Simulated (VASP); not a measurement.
BaCaTe2:

```xyz
4
Lattice="2.3399 1.3510 7.6678 -2.3399 1.3510 7.6678 0.0000 -2.7019 7.6678" Properties=species:S:1:pos:R:3 pbc="T T T"
Ca    2.3399    1.3510    7.6678
Ba    0.0000    0.0000   11.5018
Te    0.0000    0.0000    5.9506
Te    0.0000    0.0000   17.0529
```

This cell differs from its parent crystal: strain -1.4%.

Base run:

```yaml
Program: VASP 6.6.1
Functional: r2SCAN
Potentials_or_basis: VASP PAW PBE potentials, release 64 (Ca_sv, Ba_sv, Te)
Cutoff: 520 eV
k_mesh: 6 × 6 × 6
Occupations: gaussian, width 0.01 eV
Spin: no spin polarisation
```

Its results: band gap on the k mesh 1.68 eV (least direct gap 2.44 eV); pressure 2.0 GPa; largest force 0.040 eV/Å.

Problem. The run is repeated on the same cell with these changes: functional from r2SCAN to PBE; occupations from gaussian, width 0.01 eV to fermi-dirac, width 0.02 eV. What comes out?

Solution. Band gap on the k mesh 1.31 eV (least direct gap 2.06 eV); pressure 1.9 GPa; largest force 0.040 eV/Å.

Caveats: spin-orbit coupling is left out, which moves the levels of the heavy elements; the PAW data sets were made with another functional, which shifts forces and pressure a little (at least some runs).

A k mesh can miss the band edges.
